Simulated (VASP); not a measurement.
BaS, 2 atoms in the cell. Symmetry: I4/mmm, No. 139, tetragonal system. The conventional cell has a = 4.521 Å, b = 4.521 Å, c = 6.437 Å, α = 90.00°, β = 90.00°, γ = 90.00°. Ba (site symmetry 4/mmm) has 6 S at 3.20 to 3.22 Å within 4.2 Å. Within 4.2 Å of S (site symmetry 4/mmm) lie 6 Ba at 3.20 to 3.22 Å.  This cell differs from its parent crystal: film at in-plane strain -0.005.

- Program: VASP 6.6.1
- Task: single point
- Functional: r2SCAN
- Potentials or basis: VASP PAW PBE potentials, release 64 (Ba_sv, S)
- Cutoff: 520 eV
- k mesh: 6 × 6 × 6
- Occupations: gaussian, width 0.01 eV
- Spin: no spin polarisation
- Dipole correction: no
- Further INCAR settings: ALGO = Normal; EDIFF = 1e-07; NBANDS = 15

Potentials or basis: VASP PAW PBE potentials, release 64 (Ba_sv, S).

Run with:

```bash
$ cat potpaw_PBE.64/Ba_sv/POTCAR potpaw_PBE.64/S/POTCAR > POTCAR
$ cp INCAR.step1 INCAR
$ mpirun -np 1 vasp_std > vasp.out
$ cp INCAR.step2 INCAR
$ mpirun -np 1 vasp_std > vasp.out
```

Hardware: 1 thread of AMD EPYC 9R45 96-Core Processor (Zen 5), on a shared host.

Estimate the wall time of this run.

Wall time 120 s on 1 thread of AMD EPYC 9R45 96-Core Processor (Zen 5) (shared host), peak memory 0.2 GiB. Counts: k points 30.
